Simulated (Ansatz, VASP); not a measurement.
# One calculation of Si, two programs

The input POSCAR:

```
Si
1.0
    3.6788443766      0.0000000000      0.0000000000
   -1.8394221883      3.1859726867      0.0000000000
    0.0000000000      0.0000000000      6.4357401288
Si
4
Direct
    0.3333333333      0.6666666667      0.0044737245
    0.6666666667      0.3333333333      0.5044737245
    0.3333333333      0.6666666667      0.3705262755
    0.6666666667      0.3333333333      0.8705262755
```

INCAR.step1

```
ALGO = Normal ; EDIFF = 1E-5
ENCUT = 520 ; GGA = PE
ISIF = 2 ; ISMEAR = 0
LASPH = T ; LCHARG = F
LREAL = F ; LWAVE = T
NBANDS = 16 ; NELM = 60
PREC = Accurate ; SIGMA = 0.01
```

Contents of INCAR.step2:

```
ALGO = Normal ; EDIFF = 1E-6
ENCUT = 520 ; GGA = PE
HFSCREEN = 0.2079 ; ISIF = 2
ISMEAR = 0 ; ISTART = 1
LASPH = T ; LCHARG = F
LHFCALC = T ; LREAL = F
LWAVE = F ; NBANDS = 16
NELM = 60 ; PREC = Accurate
PRECFOCK = Normal ; SIGMA = 0.01
```

File KPOINTS:

```
k-points
0
Gamma
  6 6 4
```

Input for Ansatz:

```yaml
crystal:
  lattice:
    - [3.6788443766, 0.0, 0.0]
    - [-1.8394221883, 3.1859726867, 0.0]
    - [0.0, 0.0, 6.4357401288]
  atoms:
    - { symbol: Si, position: [0.3333333333, 0.6666666667, 0.0044737245] }
    - { symbol: Si, position: [0.6666666667, 0.3333333333, 0.5044737245] }
    - { symbol: Si, position: [0.3333333333, 0.6666666667, 0.3705262755] }
    - { symbol: Si, position: [0.6666666667, 0.3333333333, 0.8705262755] }
kpoints:
  mp_grid: { grid: [6, 6, 4] }
  band_path:
    path:
      - [0.0, 0.0, 0.0]
      - [0.5, 0.0, 0.0]
      - [0.3333333333, 0.3333333333, 0.0]
      - [0.0, 0.0, 0.5]
      - [0.5, 0.0, 0.5]
      - [0.3333333333, 0.3333333333, 0.5]
    npoints: 1
hamiltonian:
  xc: hse06
scf:
  occupations: { method: fixed }
  n_extra_bands: 5
output:
  forces: true
  stress: true
  eigenvalues: true
```

Change from the starting cell: epitaxial_xy strain -4.0%.

Alike in both runs: task single point; functional HSE06; k mesh 6 × 6 × 4; no spin polarisation.

|  | VASP | Ansatz |
| --- | --- | --- |
| version | VASP 6.6.1 | Ansatz 0.2.0 |
| potentials or method | VASP PAW PBE potentials, release 64 (Si) | plane waves, PAW |
| plane-wave cutoff (eV) | 520 | 420 |
| occupations | gaussian, width 0.01 eV | fixed |
| valence electrons in the cell | 16 | 16 |

```csv
,VASP,Ansatz,Ansatz less VASP
gap on the k mesh at the Fermi level (eV),0.75,0.74,-0.009
pressure (GPa),6.7,7.0,+0.39
"traceless stress, the component that is largest in VASP (GPa)",-7.47,-7.40,+0.066
rms of the force components (eV/Å),0.019,0.013,-0.0061
```

Atom by atom the forces differ by 0.006 eV/Å (rms over components). Ansatz's warnings: stress exchange threshold loose, stress scf threshold loose.
